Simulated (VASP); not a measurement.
## Cu2O: electric field gradients with PBE

The system is Cu2O.

```
CELL_PARAMETERS angstrom
4.26000 0.00000 0.00000
0.00000 4.26000 0.00000
0.00000 0.00000 4.26000
ATOMIC_POSITIONS crystal
Cu 0.25000 0.25000 0.25000
Cu 0.25000 0.75000 0.75000
Cu 0.75000 0.75000 0.25000
Cu 0.75000 0.25000 0.75000
O 0.00000 0.00000 0.00000
O 0.50000 0.50000 0.50000
```

- Program: VASP 6.6.1
- Task: electric field gradients
- Functional: PBE
- Potentials or basis: VASP PAW PBE potentials, release 64 (Cu, O)
- Cutoff: 520 eV
- k mesh: 7 × 7 × 7
- Occupations: fermi-dirac, width 0.02 eV
- Spin: no spin polarisation
- Dipole correction: no
- Further INCAR settings: ALGO = Normal; EDIFF = 1e-08; NBANDS = 37

- Pressure: 4.0 GPa
- Band gap on the k mesh: 0.54 eV, direct

Levels at points of the mesh, in eV from the valence-band top:
```tsv
k point	band 25	band 26	band 27	band 28	band 29	band 30	band 31	band 32
(0.00, 0.00, 0.00)	-1.57	0.00	0.00	0.00	0.54	1.25	1.25	7.95
```

Electric field gradients, principal values (V/Å²):
```tsv
atom	least	middle	greatest (by size)
1 Cu	33.254	33.254	-66.509
2 Cu	33.254	33.254	-66.509
3 Cu	33.254	33.254	-66.509
4 Cu	33.254	33.254	-66.509
5 O	0.000	0.000	0.000
6 O	0.000	0.000	0.000
```

Run time: 34 s on 1 thread of Intel(R) Xeon(R) 6975P-C (Granite Rapids), on a shared host, peak memory 0.2 GiB.

Caveat: without QUAD_EFG the Cq values of the log hold for a quadrupole moment of 1 mb, not for the nuclei. A k mesh can miss the band edges.
